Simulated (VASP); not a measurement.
Write the native input for VASP 6.6.1 that does the following.

```yaml
Task: single point
Functional: PBE
Potentials_or_basis: VASP PAW PBE potentials, release 64 (Si, Pb_d, O)
Cutoff: 520 eV
k_mesh: 12 × 12 × 2
Occupations: gaussian, width 0.1 eV
Spin: no spin polarisation
Dipole_correction: no
Further_INCAR_settings: ALGO = Normal; EDIFF = 1e-07; NBANDS = 40
```

The structure of SiPbO2 lies in POSCAR:

```
SiPbO2
1.0
    2.8969326420      0.0000000000      0.0000000000
   -1.4484663210      2.5088172610      0.0000000000
    0.0000000000      0.0000000000     21.9905593293
Si Pb O
2 2 4
Direct
    0.6666666667      0.3333333333      0.0880193537
    0.3333333333      0.6666666667      0.5880193537
    0.6666666667      0.3333333333      0.3382312539
    0.3333333333      0.6666666667      0.8382312539
    0.3333333333      0.6666666667      0.1272781691
    0.0000000000      0.0000000000      0.0487593333
    0.6666666667      0.3333333333      0.6272781691
    0.0000000000      0.0000000000      0.5487593333
```

These files were run (other wordings do the same):

INCAR

```
SYSTEM = SiPbO2
PREC     = Accurate       ! precision mode
ENCUT    = 520            ! plane-wave cutoff, eV
EDIFF    = 1E-7           ! SCF threshold, eV
ISMEAR   = 0              ! smearing method
SIGMA    = 0.1            ! smearing width, eV
LREAL    = .False.        ! projectors in reciprocal space
LASPH    = .True.         ! aspherical terms in the spheres
NELM     = 60             ! most SCF steps
ALGO     = Normal         ! electronic algorithm
ISIF     = 2              ! what is computed and relaxed
LWAVE    = .False.        ! write WAVECAR
LCHARG   = .True.         ! write CHGCAR
GGA      = PE             ! functional
LELF     = .True.         ! ELF
LVHAR    = .True.       
NBANDS   = 40             ! bands
```

KPOINTS

```
Automatic mesh
0
Gamma
  12 12 2
  0 0 0
```

Potentials or basis: VASP PAW PBE potentials, release 64 (Si, Pb_d, O).

Launch:

```bash
$ cat potpaw_PBE.64/Si/POTCAR potpaw_PBE.64/Pb_d/POTCAR potpaw_PBE.64/O/POTCAR > POTCAR
$ mpirun -np 1 vasp_std > vasp.out
```

It gave:

```
Pressure               : 0.1 GPa
Largest force          : 0.010 eV/Å
Band gap on the k mesh : zero (bands 30 and 31 overlap by 2.05 eV)
```

Caveat: spin-orbit coupling is left out, which moves the levels of the heavy elements.

Wall time 5.8 min on 1 thread of Intel(R) Xeon(R) Platinum 8259CL CPU @ 2.50GHz (Skylake/Cascade Lake), on a shared host, peak memory 0.44 GiB.
